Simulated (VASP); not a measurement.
Write the native input for VASP 6.6.1 that does the following.

```
Task                    : density of states
Functional              : PBE
Potentials or basis     : VASP PAW PBE potentials, release 64 (Sn_d, H)
Cutoff                  : 520 eV
k mesh                  : 12 × 12 × 12
Occupations             : gaussian, width 0.1 eV
Spin                    : no spin polarisation
Dipole correction       : no
k mesh for the DOS      : 18 × 18 × 18
Occupations for the DOS : tetrahedron
Further INCAR settings  : ALGO = Normal; EDIFF = 1e-07; NBANDS = 20
```

The system is SnH7.

```
Sn H
1.0
     0.00000    2.94620    2.94620
     2.94620    0.00000    2.94620
     2.94620    2.94620    0.00000
Sn H
1 7
Cartesian
  0.0000 0.0000 0.0000
  2.9462 2.9462 2.9462
  0.0000 1.4731 1.4731
  1.4731 2.9462 1.4731
  2.9462 1.4731 1.4731
  1.4731 0.0000 1.4731
  1.4731 1.4731 2.9462
  1.4731 1.4731 0.0000
```

The input as run:

POSCAR

```
SnH7
1.0
    0.0000000000      2.9462025950      2.9462025950
    2.9462025950      0.0000000000      2.9462025950
    2.9462025950      2.9462025950      0.0000000000
Sn H
1 7
Direct
    0.0000000000      0.0000000000      0.0000000000
    0.5000000000      0.5000000000      0.5000000000
    0.5000000000      0.0000000000      0.0000000000
    0.5000000000      0.0000000000      0.5000000000
    0.0000000000      0.5000000000      0.5000000000
    0.0000000000      0.5000000000      0.0000000000
    0.5000000000      0.5000000000      0.0000000000
    0.0000000000      0.0000000000      0.5000000000
```

INCAR.step1

```
SYSTEM = SnH7
ALGO = Normal ; EDIFF = 1E-7
ENCUT = 520 ; GGA = PE
ISIF = 2 ; ISMEAR = 0
LASPH = .True. ; LCHARG = .True.
LREAL = .False. ; LWAVE = .False.
NBANDS = 20 ; NELM = 80
PREC = Accurate ; SIGMA = 0.1
```

KPOINTS.step1

```
k-points
0
Gamma
  12 12 12
  0 0 0
```

INCAR.step2

```
SYSTEM = SnH7
ALGO = Normal ; EDIFF = 1E-7
ENCUT = 520 ; GGA = PE
ICHARG = 11 ; ISIF = 2
ISMEAR = -5 ; LASPH = .True.
LCHARG = .False. ; LORBIT = 11
LREAL = .False. ; LWAVE = .False.
NBANDS = 20 ; NEDOS = 1001
NELM = 80 ; PREC = Accurate
SIGMA = 0.1
```

KPOINTS.step2

```
k-points
0
Gamma
  18 18 18
  0 0 0
```

Potentials or basis: VASP PAW PBE potentials, release 64 (Sn_d, H).

Command:

```console
$ cat potpaw_PBE.64/Sn_d/POTCAR potpaw_PBE.64/H/POTCAR > POTCAR
$ cp INCAR.step1 INCAR
$ cp KPOINTS.step1 KPOINTS
$ mpirun -np 1 vasp_std > vasp.out
$ cp INCAR.step2 INCAR
$ cp KPOINTS.step2 KPOINTS
$ mpirun -np 1 vasp_std > vasp.out
```

Results of the run:

```
Valence electrons inside the program's atomic spheres : Sn 12.32; H 0.40, 0.45
```

Caveat: spin-orbit coupling is left out, which moves the levels of the heavy elements.

It took 3.2 min on 1 thread of Intel(R) Xeon(R) Platinum 8259CL CPU @ 2.50GHz (Skylake/Cascade Lake), on a shared host, peak memory 0.29 GiB.
